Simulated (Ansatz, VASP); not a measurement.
## ScAg2: VASP beside Ansatz

File INCAR:

```
  PREC = Accurate
  ENCUT = 520
  EDIFF = 1E-7
  ISMEAR = 1
  SIGMA = 0.15
  LREAL = False
  LASPH = True
  NELM = 60
  ALGO = Normal
  ISIF = 2
  LWAVE = False
  LCHARG = True
  LELF = True
  LVHAR = True
  NBANDS = 24
```

File KPOINTS:

```
Automatic mesh
0
Gamma
  11 11 11
```

File POSCAR:

```
ScAg2
1.0
   -1.7080752695      1.7080752695      4.3091809108
    1.7080752695     -1.7080752695      4.3091809108
    1.7080752695      1.7080752695     -4.3091809108
Sc Ag
1 2
Direct
    0.0000000000      0.0000000000      0.0000000000
    0.6666430000      0.6666430000      0.0000000000
    0.3333570000      0.3333570000      0.0000000000
```

Input for Ansatz:

```yaml
crystal:
  lattice:
    - [-1.708075269497973, 1.708075269497973, 4.309180910776308]
    - [1.708075269497973, -1.708075269497973, 4.309180910776308]
    - [1.708075269497973, 1.708075269497973, -4.309180910776308]
  atoms:
    - { symbol: Sc, position: [0.0, 0.0, 0.0] }
    - { symbol: Ag, position: [0.666643, 0.666643, 0.0] }
    - { symbol: Ag, position: [0.333357, 0.333357, 0.0] }
basis:
  ecutwfc: 517.016338673772
kpoints:
  mp_grid:
    grid: [11, 11, 11]
hamiltonian:
  xc: lda
  pseudopotentials:
    kind: paw
scf:
  occupations:
    method: cold
    width: 0.15
output:
  stress: true
```

Alike in both runs: task single point; functional LDA; k mesh 11 × 11 × 11; no spin polarisation.

|  | VASP | Ansatz |
| --- | --- | --- |
| version | VASP 6.6.1 | Ansatz 0.2.0 |
| potentials or method | VASP PAW LDA potentials, release 64 (Sc_sv, Ag), cutoff 520 eV | plane waves, PAW |
| occupations | methfessel-paxton of order 1, width 0.15 eV | cold, width 0.15 eV |
| valence electrons in the cell | 33 | 49 |

VASP gave:

| Quantity | Value |
| --- | --- |
| pressure (GPa) | 4.6 |
| traceless stress, the component that is largest in VASP (GPa) | -0.29 |

Q: What did Ansatz give for the same quantities?

A: Pressure (GPa): 4.2; traceless stress, the component that is largest in VASP (GPa): -0.31.

LDA's correlation is that of Perdew and Zunger in VASP and of Perdew and Wang (1992) in Ansatz. VASP's potentials hold 33 valence electrons a cell and Ansatz's 49, so a difference there can come from the potentials and not from the codes.
